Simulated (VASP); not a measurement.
# Si2Ni (Fm-3m) in VASP: single point with PBE

Aim: the single point of Si2Ni with PBE.

Program: VASP 6.6.1. These are calculated values, not measurements. Logs are shortened: lines on timing, memory, paths and dates and some standing lists are left out, and cuts for length are marked.

**1. The cell of the first run**

The structure is cubic, space group Fm-3m (No. 225). Conventional cell: a = 5.446 Å, b = 5.446 Å, c = 5.446 Å, α = 90.00°, β = 90.00°, γ = 90.00°. Within 3.1 Å of Si (site symmetry -43m) lie 4 Ni at 2.36 Å and 6 Si at 2.72 Å. Within 3.1 Å of Ni (site symmetry m-3m) lie 8 Si at 2.36 Å.

**2. Single point, PBE**

INCAR reads:

```
SYSTEM = Si2Ni
ALGO     = Normal         ! electronic algorithm
EDIFF    = 1E-6           ! SCF threshold, eV
ENCUT    = 520            ! plane-wave cutoff, eV
GGA      = PE             ! functional
ISIF     = 2              ! what is computed and relaxed
ISMEAR   = 0              ! smearing method
LASPH    = .True.         ! aspherical terms in the spheres
LCHARG   = .False.        ! write CHGCAR
LREAL    = .False.        ! projectors in reciprocal space
LWAVE    = .False.        ! write WAVECAR
NBANDS   = 16             ! bands
NELM     = 60             ! most SCF steps
PREC     = Accurate       ! precision mode
SIGMA    = 0.15           ! smearing width, eV
```

KPOINTS reads:

```
k-points
0
Gamma
  14 14 14
  0 0 0
```

POSCAR reads:

```
Si2Ni
1.0
    0.0000000000      2.7231673631      2.7231673631
    2.7231673631      0.0000000000      2.7231673631
    2.7231673631      2.7231673631      0.0000000000
Si Ni
2 1
Direct
    0.2500000000      0.2500000000      0.2500000000
    0.7500000000      0.7500000000      0.7500000000
    0.0000000000      0.0000000000      0.0000000000
```

Potentials or basis: VASP PAW PBE potentials, release 64 (Si, Ni).

On the command line:

```
$ cat potpaw_PBE.64/Si/POTCAR potpaw_PBE.64/Ni/POTCAR > POTCAR
$ mpirun -np 1 vasp_std > vasp.out
```

OUTCAR:

```text
SYSTEM = Si2Ni
   EDIFF = 1E-6
   ENCUT = 520
   GGA = PE
   ISIF = 2
   ISMEAR = 0
   LASPH = .True.
   LREAL = .False.
   NELM = 60
   PREC = Accurate

 ion  position               nearest neighbor table
   1  0.250  0.250  0.250-   3 2.36   3 2.36   3 2.36   3 2.36   2 2.72   2 2.72   2 2.72   2 2.72
                             2 2.72   2 2.72
   2  0.750  0.750  0.750-   3 2.36   3 2.36   3 2.36   3 2.36   1 2.72   1 2.72   1 2.72   1 2.72
                             1 2.72   1 2.72
   3  0.000  0.000  0.000-   2 2.36   2 2.36   2 2.36   1 2.36   2 2.36   1 2.36   1 2.36   1 2.36

  LATTYP: Found a face centered cubic cell.
 ALAT       =     5.4463347262

  Lattice vectors:

 A1 = (   0.0000000000,   2.7231673631,   2.7231673631)
 A2 = (   2.7231673631,   0.0000000000,   2.7231673631)
 A3 = (   2.7231673631,   2.7231673631,   0.0000000000)

Analysis of symmetry for initial positions (statically):
=====================================================================
 Subroutine PRICEL returns:
 Original cell was already a primitive cell.

 Routine SETGRP: Setting up the symmetry group for a
 face centered cubic supercell.

 Subroutine GETGRP returns: Found 48 space group operations
 (whereof 48 operations were pure point group operations)
 out of a pool of 48 trial point group operations.

The static configuration has the point symmetry O_h .

Analysis of symmetry for dynamics (positions and initial velocities):
=====================================================================
 Subroutine PRICEL returns:
 Original cell was already a primitive cell.

 Routine SETGRP: Setting up the symmetry group for a
 face centered cubic supercell.

 Subroutine GETGRP returns: Found 48 space group operations
 (whereof 48 operations were pure point group operations)
 out of a pool of 48 trial point group operations.

The dynamic configuration has the point symmetry O_h .

 Subroutine INISYM returns: Found 48 space group operations
 (whereof 48 operations are pure point group operations),
 and found     1 'primitive' translations

----------------------------------------------------------------------------------------

                                     Primitive cell

  volume of cell :      40.3881

  direct lattice vectors                    reciprocal lattice vectors
     0.000000000  2.723167363  2.723167363    -0.183609721  0.183609721  0.183609721
     2.723167363  0.000000000  2.723167363     0.183609721 -0.183609721  0.183609721
     2.723167363  2.723167363  0.000000000     0.183609721  0.183609721 -0.183609721

  length of vectors
     3.851140218  3.851140218  3.851140218     0.318021366  0.318021366  0.318021366

  position of ions in fractional coordinates (direct lattice)
     0.250000000  0.250000000  0.250000000
     0.750000000  0.750000000  0.750000000
     0.000000000  0.000000000  0.000000000

  ion indices of the primitive-cell ions
   primitive index   ion index
                 1           1
                 2           2
                 3           3

----------------------------------------------------------------------------------------

 KPOINTS: k-points

Automatic generation of k-mesh.
 Grid dimensions read from file:
 generate k-points for:   14   14   14

 Generating k-lattice:

  Cartesian coordinates                     Fractional coordinates (reciprocal lattice)
    -0.013114980  0.013114980  0.013114980     0.071428571  0.000000000  0.000000000
     0.013114980 -0.013114980  0.013114980     0.000000000  0.071428571  0.000000000
     0.013114980  0.013114980 -0.013114980     0.000000000  0.000000000  0.071428571

  Length of vectors
     0.022715812  0.022715812  0.022715812

  Shift w.r.t. Gamma in fractional coordinates (k-lattice)
     0.000000000  0.000000000  0.000000000

 Subroutine IBZKPT returns following result:
 ===========================================

 Found    104 irreducible k-points:

 Following reciprocal coordinates:
            Coordinates               Weight
  0.000000  0.000000  0.000000      1.000000
  0.071429  0.000000  0.000000      8.000000
  0.142857  0.000000  0.000000      8.000000
  0.214286  0.000000  0.000000      8.000000
  0.285714  0.000000  0.000000      8.000000
  0.357143  0.000000  0.000000      8.000000
[... 16 lines left out ...]
  0.214286  0.142857  0.000000     24.000000
  0.285714  0.142857  0.000000     24.000000
 [... further k-points ...]
   k-points           NKPTS =    104   k-points in BZ     NKDIM =    104   number of bands    NBANDS=     16
   number of dos      NEDOS =    301   number of ions     NIONS =      3
   total plane-waves  NPLWV =  27000
   dimension x,y,z NGX =    30 NGY =   30 NGZ =   30
   dimension x,y,z NGXF=    60 NGYF=   60 NGZF=   60
   ions per type =               2   1
   NGX,Y,Z   is equivalent  to a cutoff of  12.95, 12.95, 12.95 a.u.
   NGXF,Y,Z  is equivalent  to a cutoff of  25.90, 25.90, 25.90 a.u.
 SYSTEM =  Si2Ni
   PREC   = accura    normal or accurate (medium, high low for compatibility)
   ISTART =      0    job   : 0-new  1-cont  2-samecut
   ICHARG =      2    charge: 1-file 2-atom 10-const
   ISPIN  =      1    spin polarized calculation?
   LNONCOLLINEAR =      F non collinear calculations
   LSORBIT =      F    spin-orbit coupling
   LASPH  =      T    aspherical Exc in radial PAW
   ENCUT  =  520.0 eV  38.22 Ry    6.18 a.u.   7.16  7.16  7.16*2*pi/ulx,y,z
   NELM   =     60;   NELMIN=  2; NELMDL= -5     # of ELM steps
   EDIFF  = 0.1E-05   stopping-criterion for ELM
   LREAL  =      F    real-space projection
   EDIFFG = 0.1E-04   stopping-criterion for IOM
   NSW    =      0    number of steps for IOM
   IBRION =     -1    ionic relax: 0-MD 1-quasi-New 2-CG
   NFREE  =      0    steps in history (QN), initial steepest desc. (CG)
   ISIF   =      2    stress and relaxation
   ISYM   =      2    0-nonsym 1-usesym 2-fastsym
   POTIM  = 0.5000    time-step for ionic-motion
   TEBEG  =    0.0;   TEEND  =   0.0 temperature during run
   PSTRESS=    0.0 pullay stress
   NELECT =      18.0000    total number of electrons
   NUPDOWN=      -1.0000    fix difference up-down
   EMIN   =  10.00;   EMAX   =-10.00  energy-range for DOS
   EFERMI =   0.00;   METHOD = LEGACY
   ISMEAR =     0;   SIGMA  =   0.15  broadening in eV -4-tet -1-fermi 0-gaus
   EFERMI_NEDOS =   21; number of points for ismear=-14 and -15
   IALGO  =     38    algorithm
   IMIX   =      4    mixing-type and parameters
     AMIX     =   0.40;   BMIX     =  1.00
     AMIX_MAG =   1.60;   BMIX_MAG =  1.00
  volume/ion in A,a.u.               =      13.46        90.85
  Fermi-wavevector in a.u.,A,eV,Ry     =   1.250493  2.363089 21.275882  1.563733
  Thomas-Fermi vector in A             =   2.384485
   LORBIT       =      0    0 simple, 1 ext, 2 COOP (PROOUT), +10 PAW based schemes
   GGA     = PE    functional components
   LHFCALC =     F    Hartree Fock is set to
   AEXX    =    0.0000 exact exchange contribution
   IVDW    =     0    specifies the selected vdW correction
   LEPSILON=     F    determine dielectric tensor
   LRPA    =     F    only Hartree local field effects (RPA)
 non-spin polarized calculation
 Gauss-broadening in eV      SIGMA  =   0.15
  energy-cutoff  :      520.00
  volume of cell :       40.39
 maximum number of plane-waves:      1106
 NGX is ok and might be reduce to    30
   NGX = 15   NGY = 15   NGZ = 15

 number of electron      17.9999991 magnetization

 Free energy of the ion-electron system (eV)
  ---------------------------------------------------
  ext. energy  EPLUGINS =         0.00000000
  ---------------------------------------------------
  free energy    TOTEN  =       -17.37476480 eV

  energy without entropy =      -17.36573670  energy(sigma->0) =      -17.37025075

 E-fermi :  10.1236     XC(G=0): -11.4844

 val. band max:       10.0583761378   @ k =   0.4286   0.2857   0.0000
 cond. band min:      10.1599248205   @ k =  -0.4286   0.4286   0.0714
 fundamental gap:      0.1015486826
 Fermi energy:        10.1236206437

 k-point     1 :       0.0000    0.0000    0.0000
  band No.  band energies     occupation
      1      -3.5150      2.00000
      2       5.0714      2.00000
      3       5.0714      2.00000
      4       5.0714      2.00000
      5       6.7413      2.00000
      6       6.7413      2.00000
[... 8 lines left out ...]
     15      14.8039      0.00000
     16      14.8039      0.00000

 k-point     2 :       0.0714    0.0000    0.0000
  band No.  band energies     occupation
      1      -3.4406      2.00000
      2       4.9098      2.00000
      3       5.0952      2.00000
      4       5.0952      2.00000
      5       6.7272      2.00000
      6       6.7272      2.00000
[... 8 lines left out ...]
     15      14.5172      0.00000
     16      14.6740      0.00000

 k-point     3 :       0.1429    0.0000    0.0000
  band No.  band energies     occupation
      1      -3.2182      2.00000
      2       4.4548      2.00000
      3       5.1625      2.00000
      4       5.1625      2.00000
      5       6.6935      2.00000
      6       6.6935      2.00000
[... 8 lines left out ...]
     15      14.4059      0.00000
     16      14.7471      0.00000

 k-point     4 :       0.2143    0.0000    0.0000
  band No.  band energies     occupation
      1      -2.8507      2.00000
      2       3.7630      2.00000
      3       5.2591      2.00000
      4       5.2591      2.00000
      5       6.6648      2.00000
      6       6.6648      2.00000
[... 8 lines left out ...]
     15      15.0897      0.00000
     16      15.7127      0.00000
[... 324 lines left out ...]
 k-point    22 :       0.1429    0.1429    0.0000
  band No.  band energies     occupation
      1      -3.1194      2.00000
      2       4.5094      2.00000
      3       5.1086      2.00000
      4       5.1086      2.00000
      5       6.4880      2.00000
      6       6.8122      2.00000
[... 8 lines left out ...]
     15      15.5237      0.00000
     16      15.5237      0.00000

 k-point    23 :       0.2143    0.1429    0.0000
  band No.  band energies     occupation
      1      -2.8498      2.00000
      2       4.1254      2.00000
      3       5.1505      2.00000
      4       5.1765      2.00000
      5       6.3444      2.00000
      6       6.8391      2.00000
[... 8 lines left out ...]
     15      16.2023      0.00000
     16      16.2927      0.00000

 k-point    24 :       0.2857    0.1429    0.0000
  band No.  band energies     occupation
      1      -2.4377      2.00000
      2       3.4960      2.00000
      3       5.2261      2.00000
      4       5.2717      2.00000
      5       6.2197      2.00000
      6       6.8667      2.00000
[... 8 lines left out ...]
     15      17.1664      0.00000
     16      17.3788      0.00000

 [... further k-points ...]
[... 5 lines left out ...]
  --------------------------------------------------------------------------------------
  -------------------------------------------------------------------------------------
  Total       -0.0325502     -0.0325502     -0.0325502     -0.0000000      0.0000000      0.0000000
  in kB       -1.2912521     -1.2912521     -1.2912521     -0.0000000      0.0000000      0.0000000
  external PRESSURE =      -1.2912521 kB  Pullay stress =       0.0000000 kB

 VOLUME and BASIS-vectors are now :
 -----------------------------------------------------------------------------
  energy-cutoff  :      520.00
  volume of cell :       40.39
      direct lattice vectors                 reciprocal lattice vectors
     0.000000000  2.723167363  2.723167363    -0.183609721  0.183609721  0.183609721
     2.723167363  0.000000000  2.723167363     0.183609721 -0.183609721  0.183609721
     2.723167363  2.723167363  0.000000000     0.183609721  0.183609721 -0.183609721

 POSITION                                       TOTAL-FORCE (eV/Angst)
 -----------------------------------------------------------------------------------
      1.36158      1.36158      1.36158         0.000000      0.000000      0.000000
      4.08475      4.08475      4.08475         0.000000      0.000000     -0.000000
      0.00000      0.00000      0.00000        -0.000000     -0.000000     -0.000000
 -----------------------------------------------------------------------------------
    total drift:                                0.000000     -0.000000     -0.000000

  FREE ENERGIE OF THE ION-ELECTRON SYSTEM (eV)
  ---------------------------------------------------
  free  energy   TOTEN  =       -17.3747647954 eV

  energy  without entropy=      -17.3657367039  energy(sigma->0) =      -17.37025075
```

It took 75 s on 1 thread of Intel Xeon Platinum 8375C at 2.90GHz (Ice Lake), shared host; peak memory 0.21 GiB.

Results:

* Free energy: -17.3748 eV
* Pressure: -0.1 GPa
* Band gap on the k mesh: zero (band 9 reaches 11.80 eV, above the bottom of band 10 at 9.66 eV)

Levels at points of the mesh, in eV from the Fermi level:
```tsv
k point	band 5	band 6	band 7	band 8	band 9	band 10	band 11	band 12	band 13	band 14
(0.00, 0.00, 0.00)	-3.38	-3.38	-0.47	1.67	1.67	1.67	2.32	2.32	2.32	4.68
(0.50, 0.00, 0.00)	-3.60	-3.21	-3.21	-1.39	-1.39	1.76	1.80	1.80	2.49	9.15
(0.50, 0.50, 0.00)	-4.42	-3.48	-3.48	-3.31	-3.00	-0.44	1.47	7.75	8.13	8.13
```

Spin polarisation is off, so any magnetic state and its effect on volume and gap are missing.
